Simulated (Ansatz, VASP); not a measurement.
Ge: VASP beside Ansatz

```
Ge
1.0
     0.00000    2.77031    5.11566
     2.52528    0.00000    5.11566
     2.52528    2.77031    0.00000
Ge
4
Cartesian
  2.5253 4.0252 5.1157
  2.5253 1.5154 5.1157
  2.5253 2.7703 2.2318
  2.5253 2.7703 7.9995
```

Change from the starting cell: strain_xy = -0.04.

Alike in both runs: functional PBEsol; k mesh 7 × 7 × 7; occupations fermi-dirac, width 0.05 eV; no spin polarisation.

```csv
,VASP,Ansatz
version,VASP 6.6.1,Ansatz 0.2.0
potentials or method,"VASP PAW PBE potentials, release 64 (Ge_d), cutoff 520 eV","all-electron LAPW, scalar-relativistic"
task,single point,band structure
```

```csv
,VASP,Ansatz,Ansatz less VASP
gap on the k mesh at the Fermi level (eV),none,none,-
pressure (GPa),3.1,3.2,+0.05
"traceless stress, the component that is largest in VASP (GPa)",-4.69,-4.70,-0.012
rms of the force components (eV/Å),0.029,0.030,+0.0013
```

VASP's potentials were made for PBE, not for PBEsol. Atom by atom the forces differ by 0.001 eV/Å (rms over components). A gap of «none» marks a metal or a gap that the smearing closes. Ansatz ran all-electron here, and VASP with PAW potentials.
